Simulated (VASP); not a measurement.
# Be (Fd-3m) in VASP: a series of runs

The runs below take Be through single point, with LDA.

Everything below comes from runs of VASP 6.6.1. Logs are shortened: lines on timing, memory, paths and dates and some standing lists are left out, and cuts for length are marked.

## Step 1: The cell of the first run

It takes space group Fd-3m (No. 227, cubic). Conventional cell: a = 4.570 Å, b = 4.570 Å, c = 4.570 Å, α = 90.00°, β = 90.00°, γ = 90.00°. Within 2.6 Å of Be (site symmetry -43m) lie 4 Be at 1.98 Å.

## Step 2: Single point, LDA (volume scaled by 0.85)

File INCAR:

```
PREC     = Accurate       # precision mode
ENCUT    = 520            # plane-wave cutoff, eV
EDIFF    = 1E-6           # SCF threshold, eV
ISMEAR   = -1             # smearing method
SIGMA    = 0.08           # smearing width, eV
LREAL    = False          # projectors in reciprocal space
LASPH    = True           # aspherical terms in the spheres
NELM     = 100            # most SCF steps
ALGO     = Normal         # electronic algorithm
ISIF     = 2              # what is computed and relaxed
LWAVE    = False          # write WAVECAR
LCHARG   = True           # write CHGCAR
GGA      = CA             # functional
LELF     = True           # ELF
LVHAR    = True         
NBANDS   = 9              # bands
```

File KPOINTS:

```
regular mesh
0
Gamma
  15 15 15
```

File POSCAR:

```
Be
1.0
    0.0000000000      2.2850189491      2.2850189491
    2.2850189491      0.0000000000      2.2850189491
    2.2850189491      2.2850189491      0.0000000000
Be
2
Direct
   -0.1250000000     -0.1250000000     -0.1250000000
    0.1250000000      0.1250000000      0.1250000000
```

Potentials or basis: VASP PAW LDA potentials, release 64 (Be).

Command:

```bash
$ cat potpaw_LDA.64/Be/POTCAR > POTCAR
$ mpirun -np 1 vasp_std > vasp.out
```

OUTCAR:

```text
PREC = Accurate
   ENCUT = 520
   EDIFF = 1E-6
   ISMEAR = -1
   LREAL = False
   LASPH = True
   NELM = 100
   ISIF = 2
   GGA = CA

 ion  position               nearest neighbor table
   1  0.875  0.875  0.875-   2 1.98   2 1.98   2 1.98   2 1.98
   2  0.125  0.125  0.125-   1 1.98   1 1.98   1 1.98   1 1.98

  LATTYP: Found a face centered cubic cell.
 ALAT       =     4.5700378982

  Lattice vectors:

 A1 = (   0.0000000000,   2.2850189491,   2.2850189491)
 A2 = (   2.2850189491,   0.0000000000,   2.2850189491)
 A3 = (   2.2850189491,   2.2850189491,   0.0000000000)

Analysis of symmetry for initial positions (statically):
=====================================================================
 Subroutine PRICEL returns:
 Original cell was already a primitive cell.

 Routine SETGRP: Setting up the symmetry group for a
 face centered cubic supercell.

 Subroutine GETGRP returns: Found 48 space group operations
 (whereof 12 operations were pure point group operations)
 out of a pool of 48 trial point group operations.

The static configuration has the point symmetry D_3d.
 The point group associated with its full space group is O_h .

Analysis of symmetry for dynamics (positions and initial velocities):
=====================================================================
 Subroutine PRICEL returns:
 Original cell was already a primitive cell.

 Routine SETGRP: Setting up the symmetry group for a
 face centered cubic supercell.

 Subroutine GETGRP returns: Found 48 space group operations
 (whereof 12 operations were pure point group operations)
 out of a pool of 48 trial point group operations.

The dynamic configuration has the point symmetry D_3d.
 The point group associated with its full space group is O_h .

 Subroutine INISYM returns: Found 48 space group operations
 (whereof 12 operations are pure point group operations),
 and found     1 'primitive' translations

----------------------------------------------------------------------------------------

                                     Primitive cell

  volume of cell :      23.8616

  direct lattice vectors                    reciprocal lattice vectors
     0.000000000  2.285018949  2.285018949    -0.218816566  0.218816566  0.218816566
     2.285018949  0.000000000  2.285018949     0.218816566 -0.218816566  0.218816566
     2.285018949  2.285018949  0.000000000     0.218816566  0.218816566 -0.218816566

  length of vectors
[... 80 lines left out ...]
   ENCUT  =  520.0 eV  38.22 Ry    6.18 a.u.   6.01  6.01  6.01*2*pi/ulx,y,z
   NELM   =    100;   NELMIN=  2; NELMDL= -5     # of ELM steps
   EDIFF  = 0.1E-05   stopping-criterion for ELM
   LREAL  =      F    real-space projection
   EDIFFG = 0.1E-04   stopping-criterion for IOM
   NSW    =      0    number of steps for IOM
   IBRION =     -1    ionic relax: 0-MD 1-quasi-New 2-CG
   NFREE  =      0    steps in history (QN), initial steepest desc. (CG)
   ISIF   =      2    stress and relaxation
   ISYM   =      2    0-nonsym 1-usesym 2-fastsym
   POTIM  = 0.5000    time-step for ionic-motion
   TEBEG  =    0.0;   TEEND  =   0.0 temperature during run
   PSTRESS=    0.0 pullay stress
   NELECT =       4.0000    total number of electrons
   NUPDOWN=      -1.0000    fix difference up-down
   EMIN   =  10.00;   EMAX   =-10.00  energy-range for DOS
   EFERMI =   0.00;   METHOD = LEGACY
   ISMEAR =    -1;   SIGMA  =   0.08  broadening in eV -4-tet -1-fermi 0-gaus
   EFERMI_NEDOS =   21; number of points for ismear=-14 and -15
   IALGO  =     38    algorithm
   IMIX   =      4    mixing-type and parameters
     AMIX     =   0.40;   BMIX     =  1.00
     AMIX_MAG =   1.60;   BMIX_MAG =  1.00
  volume/ion in A,a.u.               =      11.93        80.51
  Fermi-wavevector in a.u.,A,eV,Ry     =   0.902669  1.705796 11.086172  0.814811
  Thomas-Fermi vector in A             =   2.025900
   LORBIT       =      0    0 simple, 1 ext, 2 COOP (PROOUT), +10 PAW based schemes
   GGA     = CA    functional components
   LHFCALC =     F    Hartree Fock is set to
   AEXX    =    0.0000 exact exchange contribution
   IVDW    =     0    specifies the selected vdW correction
   LEPSILON=     F    determine dielectric tensor
   LRPA    =     F    only Hartree local field effects (RPA)
 non-spin polarized calculation
  energy-cutoff  :      520.00
  volume of cell :       23.86
 maximum number of plane-waves:       656
   NGX = 13   NGY = 13   NGZ = 13

 number of electron       4.0000000 magnetization

 Free energy of the ion-electron system (eV)
  ---------------------------------------------------
  ext. energy  EPLUGINS =         0.00000000
  ---------------------------------------------------
  free energy    TOTEN  =        -4.82780538 eV

  energy without entropy =       -4.80975029  energy(sigma->0) =       -4.81877783

 E-fermi :   2.7639     XC(G=0):  -9.2059

 val. band max:        2.7549000950   @ k =  -0.3333   0.4000   0.2000
 cond. band min:       2.7726708817   @ k =   0.4667   0.3333   0.0667
 fundamental gap:      0.0177707867
 Fermi energy:         2.7639062863

 k-point     1 :       0.0000    0.0000    0.0000
  band No.  band energies     occupation
      1      -5.3018      2.00000
      2       8.1795      0.00000
      3       8.1795      0.00000
      4       8.1795      0.00000
      5      10.9567      0.00000
      6      10.9567      0.00000
      7      10.9567      0.00000
      8      19.5579      0.00000
      9      19.5663      0.00000
[... 265 lines left out ...]
 k-point    24 :       0.2000    0.1333    0.0000
  band No.  band energies     occupation
      1      -4.6354      2.00000
      2       5.6424      0.00000
      3       6.0995      0.00000
      4       7.1864      0.00000
      5      10.8417      0.00000
      6      13.7082      0.00000
      7      13.7541      0.00000
      8      14.8473      0.00000
      9      20.4712      0.00000

 [... further k-points ...]
[... 5 lines left out ...]
  --------------------------------------------------------------------------------------
  -------------------------------------------------------------------------------------
  Total        1.5431429      1.5431429      1.5431429     -0.0000000     -0.0000000      0.0000000
  in kB      103.6137315    103.6137315    103.6137315     -0.0000000     -0.0000000      0.0000000
  external PRESSURE =     103.6137315 kB  Pullay stress =       0.0000000 kB

 VOLUME and BASIS-vectors are now :
 -----------------------------------------------------------------------------
  energy-cutoff  :      520.00
  volume of cell :       23.86
      direct lattice vectors                 reciprocal lattice vectors
     0.000000000  2.285018949  2.285018949    -0.218816566  0.218816566  0.218816566
     2.285018949  0.000000000  2.285018949     0.218816566 -0.218816566  0.218816566
     2.285018949  2.285018949  0.000000000     0.218816566  0.218816566 -0.218816566

 POSITION                                       TOTAL-FORCE (eV/Angst)
 -----------------------------------------------------------------------------------
      3.99878      3.99878      3.99878        -0.000000     -0.000000     -0.000000
      0.57125      0.57125      0.57125         0.000000      0.000000      0.000000
 -----------------------------------------------------------------------------------
    total drift:                                0.000000      0.000000      0.000000

  FREE ENERGIE OF THE ION-ELECTRON SYSTEM (eV)
  ---------------------------------------------------
  free  energy   TOTEN  =        -4.8278053781 eV

  energy  without entropy=       -4.8097502880  energy(sigma->0) =       -4.81877783
```

OSZICAR:

```text
N       E                     dE             d eps       ncg     rms          rms(c)
DAV:   1    -0.152956540574E+01   -0.15296E+01   -0.14996E+03  2168   0.342E+02
DAV:   2    -0.485908488800E+01   -0.33295E+01   -0.31986E+01  3094   0.350E+01
DAV:   3    -0.490031063470E+01   -0.41226E-01   -0.41030E-01  2597   0.330E+00
DAV:   4    -0.490035096346E+01   -0.40329E-04   -0.40327E-04  2857   0.990E-02
DAV:   5    -0.490035097744E+01   -0.13973E-07   -0.14209E-07  2545   0.180E-03    0.113E+00
DAV:   6    -0.485039061545E+01    0.49960E-01   -0.16175E-02  2504   0.568E-01    0.667E-01
DAV:   7    -0.482778939978E+01    0.22601E-01   -0.27622E-02  2675   0.734E-01    0.341E-02
DAV:   8    -0.482780657579E+01   -0.17176E-04   -0.22827E-04  2502   0.943E-02    0.818E-03
DAV:   9    -0.482780547264E+01    0.11032E-05   -0.33012E-06  2643   0.107E-02    0.228E-03
DAV:  10    -0.482780537805E+01    0.94586E-07   -0.46442E-08  1593   0.163E-03
   1 F= -.48278054E+01 E0= -.48187778E+01  d E =-.180551E-01
```

Wall time 5.3 s (1 thread of Intel Xeon 6975P-C (Granite Rapids), shared host); peak memory 0.13 GiB.

What came out:

| Property | Result |
| --- | --- |
| Free energy | -4.8278 eV |
| Pressure | 10.4 GPa |
| Band gap on the k mesh | zero (band 2 reaches 8.18 eV, above the bottom of band 3 at 0.95 eV) |

## Step 3: Single point, LDA (volume scaled by 0.95)

File INCAR:

```
  PREC = Accurate
  ENCUT = 520
  EDIFF = 1E-6
  ISMEAR = -1
  SIGMA = 0.08
  LREAL = F
  LASPH = T
  NELM = 60
  ALGO = Normal
  ISIF = 2
  LWAVE = F
  LCHARG = F
  NBANDS = 9
```

File KPOINTS:

```
Automatic mesh
0
Gamma
  15 15 15
```

File POSCAR:

```
Be
1.0
    0.0000000000      2.3713265608      2.3713265608
    2.3713265608      0.0000000000      2.3713265608
    2.3713265608      2.3713265608      0.0000000000
Be
2
Direct
   -0.1250000000     -0.1250000000     -0.1250000000
    0.1250000000      0.1250000000      0.1250000000
```

Potentials or basis: VASP PAW LDA potentials, release 64 (Be).

Command:

```bash
$ cat potpaw_LDA.64/Be/POTCAR > POTCAR
$ mpirun -np 1 vasp_std > vasp.out
```

Wall time 8.9 s (1 thread of Intel Xeon 6975P-C (Granite Rapids), shared host); peak memory 0.14 GiB.

The run converged. Its results:

```
Free energy            : -4.9382 eV
Pressure               : 2.8 GPa
Band gap on the k mesh : zero (band 2 reaches 7.13 eV, above the bottom of band 3 at 0.48 eV)
```

Levels at points of the mesh, in eV from the Fermi level:
| k point | band 1 | band 2 | band 3 | band 4 | band 5 | band 6 | band 7 |
| --- | --- | --- | --- | --- | --- | --- | --- |
| (0.00, 0.00, 0.00) | -7.60 | 5.00 | 5.00 | 5.00 | 7.67 | 7.67 | 7.67 |

## Step 4: Single point, LDA (volume scaled by 0.95)

File INCAR:

```
SYSTEM = Be
  PREC = Accurate
  ENCUT = 520
  EDIFF = 1E-6
  ISMEAR = -1
  SIGMA = 0.08
  LREAL = .False.
  LASPH = .True.
  NELM = 80
  ALGO = Normal
  ISIF = 2
  LWAVE = .False.
  LCHARG = .True.
  GGA = CA
  LELF = .True.
  LVHAR = .True.
  NBANDS = 9
```

File KPOINTS:

```
Automatic mesh
0
Gamma
  15 15 15
  0 0 0
```

POSCAR is that of step 3.

Command:

```bash
$ cat potpaw_LDA.64/Be/POTCAR > POTCAR
$ mpirun -np 1 vasp_std > vasp.out
```

It took 9.6 s on 1 thread of Intel Xeon 6975P-C (Granite Rapids), shared host; peak memory 0.14 GiB.

It converged, with:

```
Free energy            : -4.9382 eV
Pressure               : 2.8 GPa
Band gap on the k mesh : zero (band 2 reaches 7.13 eV, above the bottom of band 3 at 0.48 eV)
```

Levels at points of the mesh, in eV from the Fermi level:
```tsv
k point	band 1	band 2	band 3	band 4	band 5	band 6
(0.00, 0.00, 0.00)	-7.60	5.00	5.00	5.00	7.67	7.67
```

(Part 1 of 2 ends here.)
